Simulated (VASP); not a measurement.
Cu:

```
Cu
1.0
    -1.43500    1.43500    1.43500
     1.43500   -1.43500    1.43500
     1.43500    1.43500   -1.43500
Cu
1
Direct
  0.00000 0.00000 0.00000
```

This isn't the form of Cu at room conditions, which is fcc.

| Item | Value |
| --- | --- |
| Program | VASP 6.6.1 |
| Task | relaxation of cell and atoms |
| Functional | r2SCAN |
| Potentials or basis | VASP PAW PBE potentials, release 64 (Cu) |
| Cutoff | 660 eV |
| k mesh | 11 × 11 × 11 |
| Occupations | gaussian, width 0.05 eV |
| Spin | no spin polarisation |

At the start: pressure -3.9 GPa; volume 11.82 Å³/atom.

Task: Where does the relaxation end?

Result: Over 3 steps the energy falls by 3.7 meV/atom and the volume is 11.52 Å³/atom (-2.5 %); space group Im-3m (No. 229, to 0.1 Å) before and after.

Step by step:
```tsv
step	energy change (eV)	largest force (eV/Å)	pressure (GPa)	volume (Å³)
1	0.0000	0.0000	-3.89	11.82
2	-0.0022	0.0000	2.75	11.34
3	-0.0037	0.0000	-0.12	11.52
```

Final structure:
```xyz
1
Lattice="-1.4228 1.4228 1.4228 1.4228 -1.4228 1.4228 1.4228 1.4228 -1.4228" Properties=species:S:1:pos:R:3 pbc="T T T"
Cu    0.0000    0.0000    0.0000
```

Caveat: the PAW data sets were made with another functional, which shifts forces and pressure a little.
